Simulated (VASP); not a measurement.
Wanted: the native input for a VASP 6.6.1 run.

* Task: single point
* Functional: PBEsol
* Potentials or basis: VASP PAW PBE potentials, release 64 (Sb, Pt)
* Cutoff: 520 eV
* k mesh: 12 × 12 × 8
* Occupations: gaussian, width 0.1 eV
* Spin: no spin polarisation
* Dipole correction: no
* k mesh for the DOS: 18 × 18 × 12
* Occupations for the DOS: tetrahedron
* Further INCAR settings: ALGO = Normal; EDIFF = 1e-07

Crystal: SbPt.

```
CELL_PARAMETERS angstrom
4.17078 0.00000 0.00000
-2.08539 3.61200 0.00000
0.00000 0.00000 5.46849
ATOMIC_POSITIONS crystal
Sb 0.33333 0.66667 0.25000
Sb 0.66667 0.33333 0.75000
Pt 0.00000 0.00000 0.00000
Pt 0.00000 0.00000 0.50000
```

These files were run (other wordings do the same):

POSCAR

```
SbPt
1.0
    4.1707838795      0.0000000000      0.0000000000
   -2.0853919397      3.6120047933      0.0000000000
    0.0000000000      0.0000000000      5.4684868206
Sb Pt
2 2
Direct
    0.3333333333      0.6666666667      0.2500000000
    0.6666666667      0.3333333333      0.7500000000
    0.0000000000      0.0000000000      0.0000000000
    0.0000000000      0.0000000000      0.5000000000
```

INCAR.step1

```
SYSTEM = SbPt
ALGO     = Normal         ! electronic algorithm
EDIFF    = 1E-7           ! SCF threshold, eV
ENCUT    = 520            ! plane-wave cutoff, eV
GGA      = PS             ! functional
ISIF     = 2              ! what is computed and relaxed
ISMEAR   = 0              ! smearing method
LASPH    = .TRUE.         ! aspherical terms in the spheres
LCHARG   = .TRUE.         ! write CHGCAR
LMAXMIX  = 4              ! l up to which the mixer works
LREAL    = .FALSE.        ! projectors in reciprocal space
LWAVE    = .FALSE.        ! write WAVECAR
NBANDS   = 23             ! bands
NELM     = 100            ! most SCF steps
PREC     = Accurate       ! precision mode
SIGMA    = 0.1            ! smearing width, eV
```

KPOINTS.step1

```
k-points
0
G
  12 12 8
  0 0 0
```

INCAR.step2

```
SYSTEM = SbPt
ALGO     = Normal         ! electronic algorithm
EDIFF    = 1E-7           ! SCF threshold, eV
ENCUT    = 520            ! plane-wave cutoff, eV
GGA      = PS             ! functional
ICHARG   = 11             ! starting density
ISIF     = 2              ! what is computed and relaxed
ISMEAR   = -5             ! smearing method
LASPH    = .TRUE.         ! aspherical terms in the spheres
LCHARG   = .FALSE.        ! write CHGCAR
LMAXMIX  = 4              ! l up to which the mixer works
LORBIT   = 11             ! projections on sites
LREAL    = .FALSE.        ! projectors in reciprocal space
LWAVE    = .FALSE.        ! write WAVECAR
NEDOS    = 2001           ! points of the DOS
NELM     = 100            ! most SCF steps
PREC     = Accurate       ! precision mode
SIGMA    = 0.1            ! smearing width, eV
```

KPOINTS.step2

```
k-points
0
G
  18 18 12
  0 0 0
```

Potentials or basis: VASP PAW PBE potentials, release 64 (Sb, Pt).

Run with:

```bash
$ cat potpaw_PBE.64/Sb/POTCAR potpaw_PBE.64/Pt/POTCAR > POTCAR
$ cp INCAR.step1 INCAR
$ cp KPOINTS.step1 KPOINTS
$ mpirun -np 1 vasp_std > vasp.out
$ cp INCAR.step2 INCAR
$ cp KPOINTS.step2 KPOINTS
$ mpirun -np 1 vasp_std > vasp.out
```

Results of the run:

| Item | Value |
| --- | --- |
| Valence electrons inside the program's atomic spheres | Sb 2.37; Pt 9.42 |

Wall time 2.3 min on 1 thread of Intel(R) Xeon(R) 6975P-C (Granite Rapids) (shared host), peak memory 0.49 GiB.
